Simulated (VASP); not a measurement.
# PtS2 in VASP: single point with PBE+D3(BJ)

Aim: the single point of PtS2 with PBE+D3(BJ).

Program: VASP 6.6.1. These are calculated values, not measurements. Logs are shortened: lines on timing, memory, paths and dates and some standing lists are left out, and cuts for length are marked.

### 1 The cell of the first run

The cell holds a slab with vacuum, 6 atoms: a = 3.541 Å, b = 3.541 Å, c = 22.467 Å, α = 90.00°, β = 90.00°, γ = 120.00°.

### 2 Single point, PBE+D3(BJ) (layers slid over each other)

Input file INCAR:

```
  PREC = Accurate
  ENCUT = 520
  EDIFF = 1E-7
  ISMEAR = 0
  SIGMA = 0.05
  LREAL = F
  LASPH = T
  NELM = 60
  ALGO = Normal
  ISIF = 2
  LWAVE = F
  LCHARG = T
  LDIPOL = T
  IDIPOL = 3
  DIPOL = 0.5 0.5 0.376
  GGA = PE
  IVDW = 12
  LELF = T
  LVHAR = T
  LVACPOTAV = T
  NBANDS = 31
```

Input file KPOINTS:

```
Automatic mesh
0
Gamma
  9 9 1
```

Input file POSCAR:

```
PtS2
1.0
    3.5414386157      0.0000000000      0.0000000000
   -1.7707193078      3.0669758072      0.0000000000
    0.0000000000      0.0000000000     22.4671575440
S Pt
4 2
Direct
    0.6666666667      0.3333333333      0.2002923597
    0.3333333333      0.6666666667      0.3108349936
    0.6666666667      0.6666666667      0.4416926686
    0.3333333333      1.0000000000      0.5522353026
    0.0000000000      0.0000000000      0.2555636767
    0.0000000000      0.3333333333      0.4969639856
```

Potentials or basis: VASP PAW PBE potentials, release 64 (S, Pt).

The run is started by

```sh
$ cat potpaw_PBE.64/S/POTCAR potpaw_PBE.64/Pt/POTCAR > POTCAR
$ mpirun -np 1 vasp_std > vasp.out
```

OUTCAR:

```text
PREC = Accurate
   ENCUT = 520
   EDIFF = 1E-7
   ISMEAR = 0
   LREAL = F
   LASPH = T
   NELM = 60
   ISIF = 2
   GGA = PE
   IVDW = 12
 IVDW          = 12

 ion  position               nearest neighbor table
   1  0.667  0.333  0.200-   5 2.39   5 2.39   5 2.39
   2  0.333  0.667  0.311-   5 2.39   5 2.39   5 2.39
   3  0.667  0.667  0.442-   6 2.39   6 2.39   6 2.39
   4  0.333  0.000  0.552-   6 2.39   6 2.39   6 2.39
   5  0.000  0.000  0.256-   2 2.39   2 2.39   2 2.39   1 2.39   1 2.39   1 2.39
   6  0.000  0.333  0.497-   4 2.39   3 2.39   3 2.39   3 2.39   4 2.39   4 2.39

  LATTYP: Found a hexagonal cell.
 ALAT       =     3.5414386157
 C/A-ratio  =     6.3440765130

  Lattice vectors:

 A1 = (   3.5414386157,   0.0000000000,   0.0000000000)
 A2 = (  -1.7707193078,   3.0669758072,   0.0000000000)
 A3 = (   0.0000000000,   0.0000000000,  22.4671575440)

Analysis of symmetry for initial positions (statically):
=====================================================================
 Subroutine PRICEL returns:
 Original cell was already a primitive cell.

 Routine SETGRP: Setting up the symmetry group for a
 hexagonal supercell.

 Subroutine GETGRP returns: Found  2 space group operations
 (whereof  1 operations were pure point group operations)
 out of a pool of 24 trial point group operations.

The static configuration has the point symmetry C_1 .
 The point group associated with its full space group is S_2 .

Analysis of symmetry for dynamics (positions and initial velocities):
=====================================================================
 Subroutine PRICEL returns:
 Original cell was already a primitive cell.

 Routine SETGRP: Setting up the symmetry group for a
 hexagonal supercell.

 Subroutine GETGRP returns: Found  2 space group operations
 (whereof  1 operations were pure point group operations)
 out of a pool of 24 trial point group operations.

The dynamic configuration has the point symmetry C_1 .
 The point group associated with its full space group is S_2 .

 Subroutine INISYM returns: Found  2 space group operations
 (whereof  1 operations are pure point group operations),
 and found     1 'primitive' translations

----------------------------------------------------------------------------------------

                                     Primitive cell

  volume of cell :     244.0272

  direct lattice vectors                    reciprocal lattice vectors
     3.541438616  0.000000000  0.000000000     0.282371123  0.163027044  0.000000000
    -1.770719308  3.066975807  0.000000000     0.000000000  0.326054088  0.000000000
     0.000000000  0.000000000 22.467157544     0.000000000  0.000000000  0.044509413

  length of vectors
     3.541438616  3.541438616 22.467157544     0.326054088  0.326054088  0.044509413

  position of ions in fractional coordinates (direct lattice)
     0.666666667  0.333333333  0.200292360
     0.333333333  0.666666667  0.310834994
     0.666666667  0.666666667  0.441692669
     0.333333333  0.000000000  0.552235303
     0.000000000  0.000000000  0.255563677
     0.000000000  0.333333333  0.496963986

  ion indices of the primitive-cell ions
   primitive index   ion index
                 1           1
                 2           2
                 3           3
                 4           4
                 5           5
                 6           6

----------------------------------------------------------------------------------------

 KPOINTS: Automatic mesh

Automatic generation of k-mesh.
 Grid dimensions read from file:
 generate k-points for:    9    9    1

 Generating k-lattice:

  Cartesian coordinates                     Fractional coordinates (reciprocal lattice)
     0.031374569  0.018114116  0.000000000     0.111111111  0.000000000  0.000000000
     0.000000000  0.036228232  0.000000000     0.000000000  0.111111111  0.000000000
     0.000000000  0.000000000  0.044509413     0.000000000  0.000000000  1.000000000

  Length of vectors
     0.036228232  0.036228232  0.044509413

  Shift w.r.t. Gamma in fractional coordinates (k-lattice)
     0.000000000  0.000000000  0.000000000

 Subroutine IBZKPT returns following result:
 ===========================================

 Found     41 irreducible k-points:

 Following reciprocal coordinates:
            Coordinates               Weight
  0.000000  0.000000  0.000000      1.000000
  0.111111 -0.000000  0.000000      2.000000
  0.000000  0.111111  0.000000      2.000000
 -0.111111  0.111111  0.000000      2.000000
  0.222222 -0.000000  0.000000      2.000000
  0.000000  0.222222  0.000000      2.000000
[... 16 lines left out ...]
  0.333333  0.111111  0.000000      2.000000
 -0.111111  0.444444  0.000000      2.000000
 [... further k-points ...]
   k-points           NKPTS =     41   k-points in BZ     NKDIM =     41   number of bands    NBANDS=     31
   number of dos      NEDOS =    301   number of ions     NIONS =      6
   total plane-waves  NPLWV = 131712
   dimension x,y,z NGX =    28 NGY =   28 NGZ =  168
   dimension x,y,z NGXF=    56 NGYF=   56 NGZF=  336
   ions per type =               4   2
   NGX,Y,Z   is equivalent  to a cutoff of  13.14, 13.14, 12.43 a.u.
   NGXF,Y,Z  is equivalent  to a cutoff of  26.29, 26.29, 24.86 a.u.
 SYSTEM =  unknown system
   PREC   = accura    normal or accurate (medium, high low for compatibility)
   ISTART =      0    job   : 0-new  1-cont  2-samecut
   ICHARG =      2    charge: 1-file 2-atom 10-const
   ISPIN  =      1    spin polarized calculation?
   LNONCOLLINEAR =      F non collinear calculations
   LSORBIT =      F    spin-orbit coupling
   LASPH  =      T    aspherical Exc in radial PAW
   ENCUT  =  520.0 eV  38.22 Ry    6.18 a.u.   6.58  6.58 41.77*2*pi/ulx,y,z
   NELM   =     60;   NELMIN=  2; NELMDL= -5     # of ELM steps
   EDIFF  = 0.1E-06   stopping-criterion for ELM
   LREAL  =      F    real-space projection
   EDIFFG = 0.1E-05   stopping-criterion for IOM
   NSW    =      0    number of steps for IOM
   IBRION =     -1    ionic relax: 0-MD 1-quasi-New 2-CG
   NFREE  =      0    steps in history (QN), initial steepest desc. (CG)
   ISIF   =      2    stress and relaxation
   ISYM   =      2    0-nonsym 1-usesym 2-fastsym
   POTIM  = 0.5000    time-step for ionic-motion
   TEBEG  =    0.0;   TEEND  =   0.0 temperature during run
   PSTRESS=    0.0 pullay stress
   NELECT =      44.0000    total number of electrons
   NUPDOWN=      -1.0000    fix difference up-down
   EMIN   =  10.00;   EMAX   =-10.00  energy-range for DOS
   EFERMI =   0.00;   METHOD = LEGACY
   ISMEAR =     0;   SIGMA  =   0.05  broadening in eV -4-tet -1-fermi 0-gaus
   EFERMI_NEDOS =   21; number of points for ismear=-14 and -15
   IALGO  =     38    algorithm
   IMIX   =      4    mixing-type and parameters
     AMIX     =   0.40;   BMIX     =  1.00
     AMIX_MAG =   1.60;   BMIX_MAG =  1.00
  volume/ion in A,a.u.               =      40.67       274.46
  Fermi-wavevector in a.u.,A,eV,Ry     =   0.924868  1.747747 11.638157  0.855380
  Thomas-Fermi vector in A             =   2.050660
   LORBIT       =      0    0 simple, 1 ext, 2 COOP (PROOUT), +10 PAW based schemes
   GGA     = PE    functional components
   LHFCALC =     F    Hartree Fock is set to
   AEXX    =    0.0000 exact exchange contribution
   IVDW    =    12    specifies the selected vdW correction
   LEPSILON=     F    determine dielectric tensor
   LRPA    =     F    only Hartree local field effects (RPA)
 non-spin polarized calculation
 Gauss-broadening in eV      SIGMA  =   0.05
  energy-cutoff  :      520.00
  volume of cell :      244.03
 maximum number of plane-waves:      6671
   NGX = 13   NGY = 13   NGZ = 83

 number of electron      44.0000000 magnetization

 dipolmoment           0.000000      0.000000     -0.000001 electrons x Angstroem

 Free energy of the ion-electron system (eV)
  ---------------------------------------------------
  ext. energy  EPLUGINS =         0.00000000
  ---------------------------------------------------
  free energy    TOTEN  =       -30.80576394 eV

  energy without entropy =      -30.80576394  energy(sigma->0) =      -30.80576394

 E-fermi :  -0.0498     XC(G=0):  -5.3687

 val. band max:       -0.2983963964   @ k =   0.1111   0.1111   0.0000
 cond. band min:       0.7766978821   @ k =   0.0000   0.2222   0.0000
 fundamental gap:      1.0750942784
 Fermi energy:        -0.0498486586

 k-point     1 :       0.0000    0.0000    0.0000
  band No.  band energies     occupation
      1     -14.9694      2.00000
      2     -14.8431      2.00000
      3     -12.8426      2.00000
      4     -12.5760      2.00000
      5      -6.4428      2.00000
      6      -6.3952      2.00000
[... 23 lines left out ...]
     30       5.3543      0.00000
     31       5.6352      0.00000

 k-point     2 :       0.1111   -0.0000    0.0000
  band No.  band energies     occupation
      1     -14.8155      2.00000
      2     -14.6889      2.00000
      3     -12.8626      2.00000
      4     -12.6175      2.00000
      5      -6.4774      2.00000
      6      -6.3639      2.00000
[... 23 lines left out ...]
     30       5.9503      0.00000
     31       5.9989      0.00000

 k-point     3 :       0.0000    0.1111    0.0000
  band No.  band energies     occupation
      1     -14.8163      2.00000
      2     -14.6882      2.00000
      3     -12.8645      2.00000
      4     -12.6156      2.00000
      5      -6.4726      2.00000
      6      -6.3573      2.00000
[... 23 lines left out ...]
     30       5.9350      0.00000
     31       5.9971      0.00000

 k-point     4 :      -0.1111    0.1111    0.0000
  band No.  band energies     occupation
      1     -14.8156      2.00000
      2     -14.6888      2.00000
      3     -12.8623      2.00000
      4     -12.6176      2.00000
      5      -6.4721      2.00000
      6      -6.3606      2.00000
[... 23 lines left out ...]
     30       5.9721      0.00000
     31       6.0391      0.00000

 k-point     5 :       0.2222   -0.0000    0.0000
  band No.  band energies     occupation
      1     -14.3885      2.00000
      2     -14.2626      2.00000
      3     -12.9149      2.00000
      4     -12.7221      2.00000
      5      -6.4648      2.00000
      6      -6.2433      2.00000
[... 23 lines left out ...]
     30       5.9378      0.00000
     31       6.8105      0.00000
[... 542 lines left out ...]
     30       6.3693      0.00000
     31       7.2777      0.00000

 k-point    22 :       0.3333   -0.1111    0.0000
  band No.  band energies     occupation
      1     -14.0146      2.00000
      2     -13.8940      2.00000
      3     -12.9522      2.00000
      4     -12.8034      2.00000
      5      -6.3786      2.00000
      6      -6.1327      2.00000
[... 23 lines left out ...]
     30       6.4217      0.00000
     31       7.2899      0.00000

 k-point    23 :       0.3333    0.1111    0.0000
  band No.  band energies     occupation
      1     -13.4933      2.00000
      2     -13.3760      2.00000
      3     -12.9863      2.00000
      4     -12.8739      2.00000
      5      -6.8003      2.00000
      6      -6.6854      2.00000
[... 23 lines left out ...]
     30       7.0499      0.00000
     31       7.2791      0.00000

 k-point    24 :      -0.1111    0.4444    0.0000
  band No.  band energies     occupation
      1     -13.5123      2.00000
      2     -13.3646      2.00000
      3     -12.9944      2.00000
      4     -12.8589      2.00000
      5      -6.7467      2.00000
      6      -6.7303      2.00000
[... 23 lines left out ...]
     30       6.9419      0.00000
     31       7.3461      0.00000

 [... further k-points ...]

------------------------ aborting loop because EDIFF is reached ----------------------------------------

 Edisp (eV)   -1.98720

 E8    (eV) :    -0.8234

  FORCE on cell =-STRESS in cart. coord.  units (eV):
  Direction    XX          YY          ZZ          XY          YZ          ZX
  --------------------------------------------------------------------------------------
  -------------------------------------------------------------------------------------
  Total      -0.12031    -0.44306    -0.12717    -0.09744    -0.03386     0.55568
  in kB      -0.78988    -2.90896    -0.83493    -0.63977    -0.22231     3.64836
  external pressure =       -1.51 kB  Pullay stress =        0.00 kB

 VOLUME and BASIS-vectors are now :
 -----------------------------------------------------------------------------
  energy-cutoff  :      520.00
  volume of cell :      244.03
      direct lattice vectors                 reciprocal lattice vectors
     3.541438616  0.000000000  0.000000000     0.282371123  0.163027044  0.000000000
    -1.770719308  3.066975807  0.000000000     0.000000000  0.326054088  0.000000000
     0.000000000  0.000000000 22.467157544     0.000000000  0.000000000  0.044509413

 POSITION                                       TOTAL-FORCE (eV/Angst)
 -----------------------------------------------------------------------------------
      1.77072      1.02233      4.50000        -0.057930      0.015336      0.023015
     -0.00000      2.04465      6.98358        -0.152549      0.040755     -0.190876
      1.18048      2.04465      9.92358         0.152549     -0.040755      0.190876
      1.18048      0.00000     12.40716         0.057930     -0.015336     -0.023015
      0.00000      0.00000      5.74179         0.064747     -0.038272      0.080124
     -0.59024      1.02233     11.16537        -0.064747      0.038272     -0.080124
 -----------------------------------------------------------------------------------
    total drift:                                0.000002     -0.000002     -0.000024

  FREE ENERGIE OF THE ION-ELECTRON SYSTEM (eV)
  ---------------------------------------------------
  free  energy   TOTEN  =       -32.7929677497 eV

  energy  without entropy=      -32.7929677497  energy(sigma->0) =      -32.79296775

 vacuum level on the upper side and lower side of the slab         5.496         5.496
```

Run time: 4.4 min. Hardware: 1 thread of AMD EPYC 9R45 (Zen 5), shared host; peak memory 0.48 GiB.

What came out:

- Free energy: -32.7930 eV
- Largest force: 0.248 eV/Å
- Band gap on the k mesh: 1.08 eV (least direct gap 1.22 eV)
- Dispersion energy per atom: -0.331 eV

Forces in eV/Å, atoms in the order of the input:
```
S   -0.058  0.015  0.023
S   -0.153  0.041 -0.191
S    0.153 -0.041  0.191
S    0.058 -0.015 -0.023
Pt   0.065 -0.038  0.080
Pt  -0.065  0.038 -0.080
```

Levels at points of the mesh, in eV from the valence-band top:
| k point | band 18 | band 19 | band 20 | band 21 | band 22 | band 23 | band 24 | band 25 | band 26 | band 27 |
| --- | --- | --- | --- | --- | --- | --- | --- | --- | --- | --- |
| (0.00, 0.00, 0.00) | -0.85 | -0.84 | -0.79 | -0.77 | -0.39 | 2.61 | 2.61 | 2.74 | 2.74 | 4.97 |

Caveat: the cell differs from its parent crystal (layers slid over each other); spin-orbit coupling is left out, which moves the levels of the heavy elements.
